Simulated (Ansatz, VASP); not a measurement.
# Sc in VASP and in Ansatz

```
Sc
1.0
     3.34189    0.00000    0.00000
    -1.67094    2.83685    0.00000
     0.00000    0.00000    5.26800
Sc
2
Direct
  0.33333 0.66667 0.25000
  0.66667 0.33333 0.75000
```

Change from the starting cell: strain +0.0100 x Voigt [1, -1, 0, 0, 0, 0], atoms carried along.

Alike in both runs: task single point; functional PBEsol; k mesh 18 × 18 × 10; occupations gaussian, width 0.15 eV; no spin polarisation.

|  | VASP | Ansatz |
| --- | --- | --- |
| version | VASP 6.6.1 | Ansatz 0.2.0 |
| potentials or method | VASP PAW PBE potentials, release 64 (Sc_sv), cutoff 520 eV | scalar-relativistic, plane waves, PAW |
| valence electrons in the cell | 22 | 22 |

```csv
,VASP,Ansatz,Ansatz less VASP
gap on the k mesh at the Fermi level (eV),none,none,-
pressure (GPa),-2.8,-2.8,0.00
"traceless stress, the component that is largest in VASP (GPa)",1.24,1.24,0.000
rms of the force components (eV/Å),0.016,0.017,+0.0001
```

VASP's potentials were made for PBE, not for PBEsol. Atom by atom the forces differ by 0.000 eV/Å (rms over components). A gap of «none» marks a metal or a gap that the smearing closes.
